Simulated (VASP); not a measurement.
Runs of VASP 6.6.1 on CdTe. The structure is that of space group F-43m (No. 216), or close to it. The cells are those of the table. 

| cell | gap on the mesh (eV) | pressure (GPa) |
| --- | --- | --- |
| relaxed to 10 GPa from a = 4.393 Å, angles 60.0°, 2 atoms | 1.14 | 10.0 |
| relaxed to -2 GPa from a = 4.710 Å, angles 60.0°, 2 atoms | (a) | -2.0 |
| relaxed to 5 GPa from a = 4.502 Å, angles 60.0°, 2 atoms | (b) | 5.0 |
| relaxed to 2 GPa from a = 4.650 Å, angles 60.0°, 2 atoms | 0.73 | 2.0 |
| relaxed to 20 GPa from a = 4.286 Å, angles 60.0°, 2 atoms | 1.47 | 20.0 |

Alike in all rows: task relaxation of cell and atoms; level PBE; potentials or basis VASP PAW PBE potentials, release 64 (Cd, Te); no spin polarisation; k mesh 10 × 10 × 10; cutoff (eV) 600; smearing gaussian 0.02 eV.

Problem. Estimate the missing entries.

Solution. (a) 0.38; (b) 0.91.

Caveats: the cell is relaxed towards a set pressure, so the run minimises the enthalpy, not the energy; spin-orbit coupling is left out, which moves the levels of the heavy elements.

A k mesh can miss the band edges, and the runs leave out spin-orbit coupling on Cd, Te.
